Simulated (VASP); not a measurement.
Crystal: Pb.

```
Pb
1.0
    -1.95290    1.95290    1.95290
     1.95290   -1.95290    1.95290
     1.95290    1.95290   -1.95290
Pb
1
Direct
  0.00000 0.00000 0.00000
```

This cell differs from its parent crystal: volume scaled by 0.96.

Base run:

```yaml
Program: VASP 6.6.1
Functional: PBE
Potentials_or_basis: VASP PAW PBE potentials, release 64 (Pb_d)
Cutoff: 520 eV
k_mesh: 9 × 9 × 9
Occupations: fermi-dirac, width 0.05 eV
Spin: no spin polarisation
```

Its results: band gap on the k mesh zero (band 7 reaches 15.28 eV, above the bottom of band 8 at 5.37 eV); pressure 2.6 GPa.

**Question.** The run is repeated on the same cell with these changes: functional from PBE to PBEsol; further incar settings from ALGO = Normal; EDIFF = 1e-06; NBANDS = 13 to ALGO = Fast; EDIFF = 1e-06; NBANDS = 13. What comes out?

**Answer.** Band gap on the k mesh zero (band 7 reaches 15.09 eV, above the bottom of band 8 at 5.17 eV); pressure -0.3 GPa.

Caveats: spin-orbit coupling is left out, which moves the levels of the heavy elements; the PAW data sets were made with another functional, which shifts forces and pressure a little (some runs).
